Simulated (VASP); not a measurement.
# Be7Te8 (a cell with a defect) in VASP: notebook, part 2 of 2

VASP 6.6.1. Earlier steps stand in the parts before.

## 3. Single point, PBE

File INCAR:

```
  PREC = Accurate
  ENCUT = 520
  EDIFF = 1E-6
  ISMEAR = 1
  SIGMA = 0.0951
  LREAL = Auto
  LASPH = True
  NELM = 60
  ALGO = Normal
  ISIF = 2
  LWAVE = False
  LCHARG = True
  GGA = PE
  LELF = True
  LVHAR = True
  NBANDS = 44
```

File KPOINTS:

```
regular mesh
0
Gamma
  2 2 2
```

File POSCAR:

```
Be7Te8
1.0
    0.0000000000      5.5810420000      5.5810420000
    5.5810420000      0.0000000000      5.5810420000
    5.5810420000      5.5810420000      0.0000000000
Be Te
7 8
Direct
    0.0032012839     -0.0277717853      0.0318751409
    0.0010678114      0.5285356211     -0.0150341997
   -0.0663208591      0.3173669899      0.4418774308
    0.4922963310      0.0214761867     -0.0117858816
    0.5347140373     -0.0251486192      0.5011113516
    0.5067951469      0.4855148913      0.0088410014
    0.4880043906      0.5321825208      0.4986950466
    0.1174257424      0.1544471445      0.1087927667
    0.1534237693      0.0347857085      0.6518984269
    0.1300611069      0.5886023614      0.1678633667
    0.1212477885      0.7130206151      0.6182533656
    0.6325723763      0.1124687827      0.1309759002
    0.6165777824      0.1583852084      0.6121042450
    0.6186311624      0.6441832009      0.1164084592
    0.6676010501      0.5915301300      0.6327702784
```

Potentials or basis: VASP PAW PBE potentials, release 64 (Be, Te).

Started as:

```
> cat potpaw_PBE.64/Be/POTCAR potpaw_PBE.64/Te/POTCAR > POTCAR
> mpirun -np 1 vasp_std > vasp.out
```

OUTCAR:

```text
PREC = Accurate
   ENCUT = 520
   EDIFF = 1E-6
   ISMEAR = 1
   LREAL = Auto
   LASPH = True
   NELM = 60
   ISIF = 2
   GGA = PE

 ion  position               nearest neighbor table
   1  0.003  0.972  0.032-  12 2.39   8 2.44  10 2.47   9 2.49
   2  0.001  0.529  0.985-   8 2.41  11 2.41  10 2.45  14 2.47
   3  0.934  0.317  0.442-   9 2.46  15 2.63  10 2.65  13 2.78   8 2.89
   4  0.492  0.021  0.988-   8 2.42  12 2.42  13 2.43  14 2.43
   5  0.535  0.975  0.501-  12 2.39  13 2.46  15 2.47   9 2.50
[... 593 lines left out ...]
  volume of cell :      347.68
      direct lattice vectors                 reciprocal lattice vectors
     0.000000000  5.581042000  5.581042000    -0.089589005  0.089589005  0.089589005
     5.581042000  0.000000000  5.581042000     0.089589005 -0.089589005  0.089589005
     5.581042000  5.581042000  0.000000000     0.089589005  0.089589005 -0.089589005

 POSITION                                       TOTAL-FORCE (eV/Angst)
 -----------------------------------------------------------------------------------
      5.60394      0.19576      5.44391        -0.001971      0.001335      0.005626
      8.44691      5.50310      2.95574         0.004183      0.001792     -0.000730
      4.23738      7.67704      6.98214        -0.001323      0.002765      0.004374
      5.63512      8.26279      2.86739        -0.001211     -0.014556     -0.002174
      8.23741      5.78099      8.42495         0.006664      0.000736      0.000301
      2.75902      2.87779      5.53812         0.009041     -0.004367      0.005352
      5.75337      5.50681      5.69371         0.000629      0.000540      0.003722
      1.46915      1.26254      1.51733         0.004704      0.016729     -0.012302
      3.83241      4.49454      1.05041         0.008792     -0.010882      0.011911
      4.22187      1.66273      4.01089         0.001362      0.003058      0.000902
      7.42990      4.12719      4.65609        -0.009190     -0.020276     -0.010921
      1.35867      4.26140      4.15811        -0.002451      0.002392     -0.003512
      4.30013      6.85733      4.32510        -0.016769      0.009046     -0.007573
      4.24489      4.10229      7.04782         0.001496      0.004260      0.001269
      6.83287      7.25743      7.02726        -0.003956      0.007429      0.003755
 -----------------------------------------------------------------------------------
    total drift:                                0.000678      0.003020     -0.008220

  FREE ENERGIE OF THE ION-ELECTRON SYSTEM (eV)
  ---------------------------------------------------
  free  energy   TOTEN  =       -54.0087527992 eV

  energy  without entropy=      -54.0116716917  energy(sigma->0) =      -54.00972576
```

stdout:

```text
POSCAR found type information on POSCAR BeTe
 POSCAR found :  2 types and      15 ions
 scaLAPACK will be used
 LDA part: xc-table for (Slater+PW92), standard interpolation
 POSCAR, INCAR and KPOINTS ok, starting setup
 FFT: planning ... GRIDC
 FFT: planning ... GRID_SOFT
 FFT: planning ... GRID
 WAVECAR not read
 entering main loop
```

Wall time 3.1 min (1 thread of Intel Xeon Platinum 8488C (Sapphire Rapids), shared host); peak memory 0.49 GiB.

Results:

```
Free energy            : -54.0088 eV
Pressure               : 1.4 GPa
Largest force          : 0.025 eV/Å
Band gap on the k mesh : 0.74 eV
```

Forces in eV/Å, atoms in the order of the input:
```
Be  -0.002  0.001  0.006
Be   0.004  0.002 -0.001
Be  -0.001  0.003  0.004
Be  -0.001 -0.015 -0.002
Be   0.007  0.001  0.000
Be   0.009 -0.004  0.005
Be   0.001  0.001  0.004
Te   0.005  0.017 -0.012
Te   0.009 -0.011  0.012
Te   0.001  0.003  0.001
Te  -0.009 -0.020 -0.011
Te  -0.002  0.002 -0.004
Te  -0.017  0.009 -0.008
Te   0.001  0.004  0.001
Te  -0.004  0.007  0.004
```

Levels at points of the mesh, in eV from the valence-band top:
```
           k point  band 28  band 29  band 30  band 31  band 32  band 33  band 34  band 35
(0.00, 0.00, 0.00)    -0.55    -0.25    -0.11     0.00     1.03     1.50     2.08     2.18
(0.50, 0.00, 0.00)    -1.30    -0.68    -0.63    -0.50     1.24     1.93     2.32     2.64
(0.00, 0.50, 0.00)    -1.19    -0.60    -0.43    -0.05     1.17     1.92     2.52     2.80
(0.00, 0.00, 0.50)    -1.32    -0.66    -0.63    -0.52     1.25     1.94     2.33     2.67
(0.50, 0.50, 0.50)    -1.00    -0.69    -0.51    -0.05     0.74     1.92     2.52     2.64
(0.50, 0.50, 0.00)    -1.37    -1.11    -0.97    -0.59     0.99     2.45     2.72     3.17
(0.00, 0.50, 0.50)    -1.36    -1.10    -1.00    -0.57     0.98     2.46     2.73     3.18
(0.50, 0.00, 0.50)    -1.36    -1.31    -0.89    -0.29     0.88     2.15     2.75     3.12
```

Caveat: the k points lie up to 0.49 Å⁻¹ apart; spin-orbit coupling is left out, which moves the levels of the heavy elements.

## 4. Single point, PBE

Edit INCAR of step 3 so:

```diff
@@ -11,6 +11,4 @@
   LWAVE = False
-  LCHARG = True
+  LCHARG = False
   GGA = PE
-  LELF = True
-  LVHAR = True
   NBANDS = 44
```

KPOINTS is that of step 3.

File POSCAR:

```
Be7Te8
1.0
    0.0000000000      5.5810420000      5.5810420000
    5.5810420000      0.0000000000      5.5810420000
    5.5810420000      5.5810420000      0.0000000000
Be Te
7 8
Direct
    0.0018582551     -0.0311624603      0.0295122309
    0.0021107170      0.5316759845     -0.0097987078
   -0.0630603568      0.2314104606      0.4328221325
    0.4967236405      0.0166537897     -0.0061553918
    0.5303941450     -0.0292475849      0.5011506812
    0.5030853557      0.4953835682      0.0036515583
    0.4932956964      0.5333708293      0.5005918250
    0.1189212516      0.1557258483      0.1025830839
    0.1497688962      0.0361286477      0.6485035411
    0.1319460595      0.5918954740      0.1703836846
    0.1244110867      0.7037998460      0.6219022362
    0.6309838736      0.1177238050      0.1300458767
    0.6060268853      0.1576299730      0.6159915120
    0.6207271868      0.6417739734      0.1194118410
    0.6704598353      0.5946290137      0.6331895549
```

Potentials or basis: VASP PAW PBE potentials, release 64 (Be, Te).

Started as:

```
> cat potpaw_PBE.64/Be/POTCAR potpaw_PBE.64/Te/POTCAR > POTCAR
> mpirun -np 1 vasp_std > vasp.out
```

OUTCAR:

```text
PREC = Accurate
   ENCUT = 520
   EDIFF = 1E-6
   ISMEAR = 1
   LREAL = Auto
   LASPH = True
   NELM = 60
   ISIF = 2
   GGA = PE

 ion  position               nearest neighbor table
   1  0.002  0.969  0.030-  12 2.40  10 2.43   8 2.47   9 2.49
   2  0.002  0.532  0.990-  11 2.40   8 2.43  10 2.43  14 2.46
   3  0.937  0.231  0.433-   9 2.40  13 2.48   8 2.48
   4  0.497  0.017  0.994-  12 2.40  14 2.42   8 2.44  13 2.44
   5  0.530  0.971  0.501-  12 2.40  15 2.43  13 2.47   9 2.49
   6  0.503  0.495  0.004-  15 2.41  10 2.41  12 2.43  14 2.45
[... 592 lines left out ...]
  volume of cell :      347.68
      direct lattice vectors                 reciprocal lattice vectors
     0.000000000  5.581042000  5.581042000    -0.089589005  0.089589005  0.089589005
     5.581042000  0.000000000  5.581042000     0.089589005 -0.089589005  0.089589005
     5.581042000  5.581042000  0.000000000     0.089589005  0.089589005 -0.089589005

 POSITION                                       TOTAL-FORCE (eV/Angst)
 -----------------------------------------------------------------------------------
      5.57183      0.17508      5.41749         0.016525      0.005258     -0.017756
      8.49366      5.53814      2.97909         0.055256      0.034216      0.026795
      3.70711      7.64470      6.52061        -0.200890     -0.080716     -0.168680
      5.63963      8.31892      2.86518         0.015947      0.042783      0.011969
      8.21475      5.75709      8.37796        -0.016390      0.004122      0.005137
      2.78514      2.82812      5.57250         0.023498     -0.053288      0.023831
      5.77059      5.54693      5.72987         0.028126      0.036747      0.049859
      1.44163      1.23622      1.53282        -0.016157     -0.006510     -0.004882
      3.82096      4.45519      1.03750        -0.076156     -0.008647     -0.075093
      4.25431      1.68731      4.03979         0.037149      0.010768      0.025582
      7.39880      4.16521      4.62228         0.065817     -0.018679      0.067296
      1.38281      4.24734      4.17857         0.020401      0.010085      0.020656
      4.31761      6.82014      4.26200        -0.003086     -0.012386     -0.032166
      4.24821      4.13075      7.04607         0.027589      0.028242      0.028394
      6.85251      7.27572      7.06051         0.022372      0.008004      0.039058
 -----------------------------------------------------------------------------------
    total drift:                                0.000750      0.004263      0.002682

  FREE ENERGIE OF THE ION-ELECTRON SYSTEM (eV)
  ---------------------------------------------------
  free  energy   TOTEN  =       -54.0959904953 eV

  energy  without entropy=      -54.0966924516  energy(sigma->0) =      -54.09622448
```

stdout:

```text
POSCAR found type information on POSCAR BeTe
 POSCAR found :  2 types and      15 ions
 scaLAPACK will be used
 LDA part: xc-table for (Slater+PW92), standard interpolation
 POSCAR, INCAR and KPOINTS ok, starting setup
 FFT: planning ... GRIDC
 FFT: planning ... GRID_SOFT
 FFT: planning ... GRID
 WAVECAR not read
 entering main loop
```

It took 3.1 min on 1 thread of Intel Xeon Platinum 8488C (Sapphire Rapids), shared host; peak memory 0.5 GiB.

Results:

| Item | Value |
| --- | --- |
| Free energy | -54.0960 eV |
| Pressure | 1.9 GPa |
| Largest force | 0.274 eV/Å |
| Band gap on the k mesh | 0.62 eV |

Forces on the atoms (eV/Å):
```
Be   0.017  0.005 -0.018
Be   0.055  0.034  0.027
Be  -0.201 -0.081 -0.169
Be   0.016  0.043  0.012
Be  -0.016  0.004  0.005
Be   0.023 -0.053  0.024
Be   0.028  0.037  0.050
Te  -0.016 -0.007 -0.005
Te  -0.076 -0.009 -0.075
Te   0.037  0.011  0.026
Te   0.066 -0.019  0.067
Te   0.020  0.010  0.021
Te  -0.003 -0.012 -0.032
Te   0.028  0.028  0.028
Te   0.022  0.008  0.039
```

Stress tensor (GPa, compression positive):
```
 1.70 -0.66 -1.46
-0.66  2.47 -0.65
-1.46 -0.65  1.52
```

Caveat: the k points lie up to 0.49 Å⁻¹ apart; spin-orbit coupling is left out, which moves the levels of the heavy elements.
